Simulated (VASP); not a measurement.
# Fe2O3 (Pm-3m) in VASP: single point with PBE

Aim: the single point of Fe2O3 with PBE.

All numbers are computed with VASP 6.6.1; they aren't measurements. Logs are shortened: lines on timing, memory, paths and dates and some standing lists are left out, and cuts for length are marked.

### 1 The cell of the first run

It takes space group Pm-3m (No. 221, cubic). The conventional cell has a = 3.693 Å, b = 3.693 Å, c = 3.693 Å, α = 90.00°, β = 90.00°, γ = 90.00°. Fe (site symmetry m-3m) has 12 O at 2.61 Å and 8 Fe at 3.20 Å within 3.4 Å. Within 2.5 Å of Fe (site symmetry m-3m) lie 6 O at 1.85 Å. O (site symmetry 4/mmm) has 2 Fe at 1.85 Å within 2.5 Å.

### 2 Single point, PBE, collinear spin, ferromagnetic start

File POSCAR:

```
Fe2O3
1.0
    3.6929103041      0.0000000000      0.0000000000
    0.0000000000      3.6929103041      0.0000000000
    0.0000000000      0.0000000000      3.6929103041
Fe O
2 3
Direct
    0.5000000000      0.5000000000      0.5000000000
    0.0000000000      0.0000000000      0.0000000000
    0.5000000000      0.0000000000      0.0000000000
    0.0000000000      0.5000000000      0.0000000000
    0.0000000000      0.0000000000      0.5000000000
```

File INCAR.step1:

```
SYSTEM = Fe2O3
ALGO = Normal ; EDIFF = 1E-6
ENCUT = 520 ; GGA = PE
GGA_COMPAT = .False. ; ISIF = 2
ISMEAR = 0 ; ISPIN = 2
LASPH = .True. ; LCHARG = .True.
LMAXMIX = 4 ; LORBIT = 11
LREAL = .False. ; LWAVE = .False.
MAGMOM = 4.04 2.54 0.27 0.27 0.27 ; NBANDS = 37
NEDOS = 2001 ; NELM = 200
PREC = Accurate ; SIGMA = 0.1
```

File KPOINTS.step1:

```
k-points
0
Gamma
  10 10 10
  0 0 0
```

File INCAR.step2:

```
SYSTEM = Fe2O3
ALGO = Normal ; EDIFF = 1E-6
ENCUT = 520 ; GGA = PE
GGA_COMPAT = .False. ; ICHARG = 11
ISIF = 2 ; ISMEAR = -5
ISPIN = 2 ; LASPH = .True.
LCHARG = .False. ; LMAXMIX = 4
LORBIT = 11 ; LREAL = .False.
LWAVE = .False. ; MAGMOM = 4.04 2.54 0.27 0.27 0.27
NEDOS = 2001 ; NELM = 200
PREC = Accurate ; SIGMA = 0.1
```

File KPOINTS.step2:

```
k-points
0
Gamma
  15 15 15
  0 0 0
```

Potentials or basis: VASP PAW PBE potentials, release 64 (Fe_sv, O).

The run is started by

```sh
$ cat potpaw_PBE.64/Fe_sv/POTCAR potpaw_PBE.64/O/POTCAR > POTCAR
$ cp INCAR.step1 INCAR
$ cp KPOINTS.step1 KPOINTS
$ mpirun -np 1 vasp_std > vasp.out
$ cp INCAR.step2 INCAR
$ cp KPOINTS.step2 KPOINTS
$ mpirun -np 1 vasp_std > vasp.out
```

OUTCAR:

```text
SYSTEM = Fe2O3
   EDIFF = 1E-6
   ENCUT = 520
   GGA = PE
   ICHARG = 11
   ISIF = 2
   ISMEAR = -5
   ISPIN = 2
   LASPH = .True.
   LORBIT = 11
   LREAL = .False.
   NELM = 200
   PREC = Accurate

 ion  position               nearest neighbor table
   1  0.500  0.500  0.500-
   2  0.000  0.000  0.000-   3 1.85   4 1.85   5 1.85   5 1.85   4 1.85   3 1.85
   3  0.500  0.000  0.000-   2 1.85   2 1.85
   4  0.000  0.500  0.000-   2 1.85   2 1.85
   5  0.000  0.000  0.500-   2 1.85   2 1.85

  LATTYP: Found a simple cubic cell.
 ALAT       =     3.6929103041

  Lattice vectors:

 A1 = (   3.6929103041,   0.0000000000,   0.0000000000)
 A2 = (   0.0000000000,   3.6929103041,   0.0000000000)
 A3 = (   0.0000000000,   0.0000000000,   3.6929103041)

Analysis of symmetry for initial positions (statically):
=====================================================================
 Subroutine PRICEL returns:
 Original cell was already a primitive cell.

 Routine SETGRP: Setting up the symmetry group for a
 simple cubic supercell.

 Subroutine GETGRP returns: Found 48 space group operations
 (whereof 48 operations were pure point group operations)
 out of a pool of 48 trial point group operations.

The static configuration has the point symmetry O_h .

Analysis of symmetry for dynamics (positions and initial velocities):
=====================================================================
 Subroutine PRICEL returns:
 Original cell was already a primitive cell.

 Routine SETGRP: Setting up the symmetry group for a
 simple cubic supercell.

 Subroutine GETGRP returns: Found 48 space group operations
 (whereof 48 operations were pure point group operations)
 out of a pool of 48 trial point group operations.

The dynamic configuration has the point symmetry O_h .

Analysis of structural, dynamic, and magnetic symmetry:
=====================================================================
 Subroutine PRICEL returns:
 Original cell was already a primitive cell.

 Routine SETGRP: Setting up the symmetry group for a
 simple cubic supercell.

 Subroutine GETGRP returns: Found 48 space group operations
 (whereof 48 operations were pure point group operations)
 out of a pool of 48 trial point group operations.

The overall configuration has the point symmetry O_h .

 Subroutine INISYM returns: Found 48 space group operations
 (whereof 48 operations are pure point group operations),
 and found     1 'primitive' translations

----------------------------------------------------------------------------------------

                                     Primitive cell

  volume of cell :      50.3624

  direct lattice vectors                    reciprocal lattice vectors
     3.692910304  0.000000000  0.000000000     0.270789139  0.000000000  0.000000000
     0.000000000  3.692910304  0.000000000     0.000000000  0.270789139  0.000000000
     0.000000000  0.000000000  3.692910304     0.000000000  0.000000000  0.270789139

  length of vectors
     3.692910304  3.692910304  3.692910304     0.270789139  0.270789139  0.270789139

  position of ions in fractional coordinates (direct lattice)
     0.500000000  0.500000000  0.500000000
     0.000000000  0.000000000  0.000000000
     0.500000000  0.000000000  0.000000000
     0.000000000  0.500000000  0.000000000
     0.000000000  0.000000000  0.500000000

  ion indices of the primitive-cell ions
   primitive index   ion index
                 1           1
                 2           2
                 3           3
                 4           4
                 5           5

----------------------------------------------------------------------------------------

 KPOINTS: k-points

Automatic generation of k-mesh.
 Grid dimensions read from file:
 generate k-points for:   15   15   15

 Generating k-lattice:

  Cartesian coordinates                     Fractional coordinates (reciprocal lattice)
     0.018052609  0.000000000  0.000000000     0.066666667  0.000000000  0.000000000
     0.000000000  0.018052609  0.000000000     0.000000000  0.066666667  0.000000000
     0.000000000  0.000000000  0.018052609     0.000000000  0.000000000  0.066666667

  Length of vectors
     0.018052609  0.018052609  0.018052609

  Shift w.r.t. Gamma in fractional coordinates (k-lattice)
     0.000000000  0.000000000  0.000000000

 TETIRR: Found   1667 inequivalent tetrahedra from    20250

 Subroutine IBZKPT returns following result:
 ===========================================

 Found    120 irreducible k-points:

 Following reciprocal coordinates:
            Coordinates               Weight
  0.000000  0.000000  0.000000      1.000000
  0.066667  0.000000  0.000000      6.000000
  0.133333  0.000000  0.000000      6.000000
  0.200000  0.000000  0.000000      6.000000
  0.266667  0.000000  0.000000      6.000000
  0.333333  0.000000  0.000000      6.000000
[... 16 lines left out ...]
  0.266667  0.200000  0.000000     24.000000
  0.333333  0.200000  0.000000     24.000000
 [... further k-points ...]
   k-points           NKPTS =    120   k-points in BZ     NKDIM =    120   number of bands    NBANDS=     34
   number of dos      NEDOS =   2001   number of ions     NIONS =      5
   total plane-waves  NPLWV =  21952
   dimension x,y,z NGX =    28 NGY =   28 NGZ =   28
   dimension x,y,z NGXF=    56 NGYF=   56 NGZF=   56
   ions per type =               2   3
   NGX,Y,Z   is equivalent  to a cutoff of  12.60, 12.60, 12.60 a.u.
   NGXF,Y,Z  is equivalent  to a cutoff of  25.21, 25.21, 25.21 a.u.
 SYSTEM =  Fe2O3
   PREC   = accura    normal or accurate (medium, high low for compatibility)
   ISTART =      0    job   : 0-new  1-cont  2-samecut
   ICHARG =     11    charge: 1-file 2-atom 10-const
   ISPIN  =      2    spin polarized calculation?
   LNONCOLLINEAR =      F non collinear calculations
   LSORBIT =      F    spin-orbit coupling
   LASPH  =      T    aspherical Exc in radial PAW
   ENCUT  =  520.0 eV  38.22 Ry    6.18 a.u.   6.87  6.87  6.87*2*pi/ulx,y,z
   NELM   =    200;   NELMIN=  2; NELMDL=  0     # of ELM steps
   EDIFF  = 0.1E-05   stopping-criterion for ELM
   LREAL  =      F    real-space projection
   EDIFFG = 0.1E-04   stopping-criterion for IOM
   NSW    =      0    number of steps for IOM
   IBRION =     -1    ionic relax: 0-MD 1-quasi-New 2-CG
   NFREE  =      0    steps in history (QN), initial steepest desc. (CG)
   ISIF   =      2    stress and relaxation
   ISYM   =      2    0-nonsym 1-usesym 2-fastsym
   POTIM  = 0.5000    time-step for ionic-motion
   TEBEG  =    0.0;   TEEND  =   0.0 temperature during run
   PSTRESS=    0.0 pullay stress
   NELECT =      50.0000    total number of electrons
   NUPDOWN=      -1.0000    fix difference up-down
   EMIN   =  10.00;   EMAX   =-10.00  energy-range for DOS
   EFERMI =   0.00;   METHOD = LEGACY
   ISMEAR =    -5;   SIGMA  =   0.10  broadening in eV -4-tet -1-fermi 0-gaus
   EFERMI_NEDOS =   21; number of points for ismear=-14 and -15
   IALGO  =     38    algorithm
   IMIX   =      4    mixing-type and parameters
     AMIX     =   0.40;   BMIX     =  1.00
     AMIX_MAG =   1.60;   BMIX_MAG =  1.00
  volume/ion in A,a.u.               =      10.07        67.97
  Fermi-wavevector in a.u.,A,eV,Ry     =   1.633163  3.086230 36.289729  2.667220
  Thomas-Fermi vector in A             =   2.725013
   LORBIT       =     11    0 simple, 1 ext, 2 COOP (PROOUT), +10 PAW based schemes
   GGA     = PE    functional components
   LHFCALC =     F    Hartree Fock is set to
   AEXX    =    0.0000 exact exchange contribution
   IVDW    =     0    specifies the selected vdW correction
   LEPSILON=     F    determine dielectric tensor
   LRPA    =     F    only Hartree local field effects (RPA)
 spin polarized calculation
 Fermi weights with tetrahedron method with Bloechl corrections
  energy-cutoff  :      520.00
  volume of cell :       50.36
 maximum number of plane-waves:      1373
 NGX is ok and might be reduce to    28

 number of electron      49.9999903 magnetization       7.1668288

 Free energy of the ion-electron system (eV)
  ---------------------------------------------------
  ext. energy  EPLUGINS =         0.00000000
  ---------------------------------------------------
  free energy    TOTEN  =       -34.92132978 eV

  energy without entropy =      -34.92132978  energy(sigma->0) =      -34.92132978

 E-fermi :   7.2508     XC(G=0): -12.0138

 val. band max:        7.3112427344   @ k =   0.2000   0.2000   0.1333
 cond. band min:       7.2195651543   @ k =   0.2000   0.0667   0.0000
 fundamental gap:     -0.0916775801
 Fermi energy:         7.2507582122

 spin component 1

 k-point     1 :       0.0000    0.0000    0.0000
  band No.  band energies     occupation
      1     -82.7014      1.00000
      2     -82.6906      1.00000
      3     -48.7233      1.00000
      4     -48.7233      1.00000
      5     -48.7233      1.00000
      6     -48.6950      1.00000
[... 26 lines left out ...]
     33      18.9647      0.00000
     34      18.9840      0.00000

 k-point     2 :       0.0667    0.0000    0.0000
  band No.  band energies     occupation
      1     -82.7014      1.00000
      2     -82.6906      1.00000
      3     -48.7233      1.00000
      4     -48.7232      1.00000
      5     -48.7232      1.00000
      6     -48.6953      1.00000
[... 26 lines left out ...]
     33      18.9268      0.00000
     34      18.9470      0.00000
[... 775 lines left out ...]
     33      16.4641      0.00000
     34      17.5523      0.00000

 k-point    24 :       0.3333    0.2000    0.0000
  band No.  band energies     occupation
      1     -82.7012      1.00000
      2     -82.6907      1.00000
      3     -48.7251      1.00000
      4     -48.7222      1.00000
      5     -48.7211      1.00000
      6     -48.6999      1.00000
[... 26 lines left out ...]
     33      16.4980      0.00000
     34      17.2855      0.00000

 [... further k-points ...]

 spin component 2

 k-point     1 :       0.0000    0.0000    0.0000
  band No.  band energies     occupation
      1     -79.6959      1.00000
      2     -78.5065      1.00000
      3     -45.7792      1.00000
      4     -45.7792      1.00000
      5     -45.7792      1.00000
      6     -44.6248      1.00000
[... 26 lines left out ...]
     33      19.4692      0.00000
     34      20.0083      0.00000

 k-point     2 :       0.0667    0.0000    0.0000
  band No.  band energies     occupation
      1     -79.6959      1.00000
      2     -78.5065      1.00000
      3     -45.7794      1.00000
      4     -45.7791      1.00000
      5     -45.7791      1.00000
      6     -44.6250      1.00000
[... 26 lines left out ...]
     33      19.5370      0.00000
     34      19.9430      0.00000
[... 775 lines left out ...]
     33      17.3672      0.00000
     34      18.6291      0.00000

 k-point    24 :       0.3333    0.2000    0.0000
  band No.  band energies     occupation
      1     -79.6958      1.00000
      2     -78.5065      1.00000
      3     -45.7837      1.00000
      4     -45.7809      1.00000
      5     -45.7786      1.00000
      6     -44.6269      1.00000
[... 26 lines left out ...]
     33      17.4269      0.00000
     34      18.3431      0.00000

 [... further k-points ...]

------------------------ aborting loop because EDIFF is reached ----------------------------------------

  FORCE on cell =-STRESS in cart. coord.  units (eV):
  Direction    XX          YY          ZZ          XY          YZ          ZX
  --------------------------------------------------------------------------------------
  -------------------------------------------------------------------------------------
  Total       -0.2684924     -0.2684924     -0.2684924      0.0000000     -0.0000000      0.0000000
  in kB       -8.5415431     -8.5415431     -8.5415431      0.0000000     -0.0000000      0.0000000
  external PRESSURE =      -8.5415431 kB  Pullay stress =       0.0000000 kB

 VOLUME and BASIS-vectors are now :
 -----------------------------------------------------------------------------
  energy-cutoff  :      520.00
  volume of cell :       50.36
      direct lattice vectors                 reciprocal lattice vectors
     3.692910304  0.000000000  0.000000000     0.270789139  0.000000000  0.000000000
     0.000000000  3.692910304  0.000000000     0.000000000  0.270789139  0.000000000
     0.000000000  0.000000000  3.692910304     0.000000000  0.000000000  0.270789139

 POSITION                                       TOTAL-FORCE (eV/Angst)
 -----------------------------------------------------------------------------------
      1.84646      1.84646      1.84646         0.000000      0.000000      0.000000
      0.00000      0.00000      0.00000         0.000000      0.000000      0.000000
      1.84646      0.00000      0.00000         0.000000      0.000000      0.000000
      0.00000      1.84646      0.00000         0.000000      0.000000      0.000000
      0.00000      0.00000      1.84646         0.000000      0.000000      0.000000
 -----------------------------------------------------------------------------------
    total drift:                                0.000000      0.000000      0.000000

  FREE ENERGIE OF THE ION-ELECTRON SYSTEM (eV)
  ---------------------------------------------------
  free  energy   TOTEN  =       -34.9213297817 eV

  energy  without entropy=      -34.9213297817  energy(sigma->0) =      -34.92132978

 total charge

# of ion       s       p       d       tot
------------------------------------------
    1        2.063   5.956   5.515  13.533
    2        2.170   6.077   5.328  13.575
    3        1.580   3.410   0.000   4.990
    4        1.580   3.410   0.000   4.990
    5        1.580   3.410   0.000   4.990
--------------------------------------------------
tot          8.972  22.264  10.842  42.078

 magnetization (x)

# of ion       s       p       d       tot
------------------------------------------
    1        0.016   0.008   3.458   3.482
    2        0.009   0.007   2.442   2.458
    3        0.014   0.229   0.000   0.243
    4        0.014   0.229   0.000   0.243
    5        0.014   0.229   0.000   0.243
--------------------------------------------------
tot          0.066   0.703   5.900   6.669
```

It took 6.1 min on 1 thread of Intel Xeon Platinum 8488C (Sapphire Rapids), shared host; peak memory 0.37 GiB.

Results:

| Quantity | Value |
| --- | --- |
| Net moment | 7.17 μB per cell |
| Site moments | Fe +3.48, +2.46; O +0.24 μB |
| Valence electrons inside the program's atomic spheres | Fe 13.53, 13.57; O 4.99 |

Caveat: semilocal functionals often make such compounds metallic where correlation or magnetic order opens a gap, which also shifts bond lengths; only a ferromagnetic start was run, and an antiferromagnetic order may lie lower in energy; tetrahedron occupations give inexact forces and stress in metals.
